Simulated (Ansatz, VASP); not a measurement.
## Cs in VASP and in Ansatz

INCAR

```
  PREC = Accurate
  ENCUT = 520
  EDIFF = 1E-6
  ISMEAR = -1
  SIGMA = 0.08
  LREAL = F
  LASPH = T
  NELM = 60
  ALGO = Normal
  ISIF = 2
  LWAVE = F
  LCHARG = F
  GGA = PE
  NBANDS = 10
```

File KPOINTS:

```
regular mesh
0
Gamma
  8 8 8
```

The input POSCAR:

```
Cs
1.0
    4.9266529568      0.0000000000      0.0000000000
    0.0000000000      4.9266529568      0.0000000000
    0.0000000000      0.0000000000      4.9266529568
Cs
1
Direct
    0.0000000000      0.0000000000      0.0000000000
```

Input for Ansatz:

```yaml
crystal:
  lattice:
    - [4.9266529568, 0.0, 0.0]
    - [0.0, 4.9266529568, 0.0]
    - [0.0, 0.0, 4.9266529568]
  atoms:
    - { symbol: Cs, position: [0.0, 0.0, 0.0] }
kpoints:
  mp_grid: { grid: [8, 8, 8] }
scf:
  occupations: { method: fermi_dirac, width: 0.08 }
hamiltonian:
  xc: pbe
  pseudopotentials: { kind: all_electron, lapw: { basis_error: 0.001 } }
output:
  forces: true
  stress: true
  eigenvalues: true
  populations: true
```

Change from the starting cell: volume scaled by 0.95, LAPW.

Alike in both runs: task single point; functional PBE; k mesh 8 × 8 × 8; occupations fermi-dirac, width 0.08 eV; no spin polarisation.

|  | VASP | Ansatz |
| --- | --- | --- |
| version | VASP 6.6.1 | Ansatz 0.2.0 |
| potentials or method | VASP PAW PBE potentials, release 64 (Cs_sv), cutoff 520 eV | all-electron LAPW, scalar-relativistic |

```tsv
	VASP	Ansatz	Ansatz less VASP
pressure (GPa)	0.1	0.1	+0.01
```

Ansatz ran all-electron here, and VASP with PAW potentials.

Neither program's run includes spin-orbit coupling.
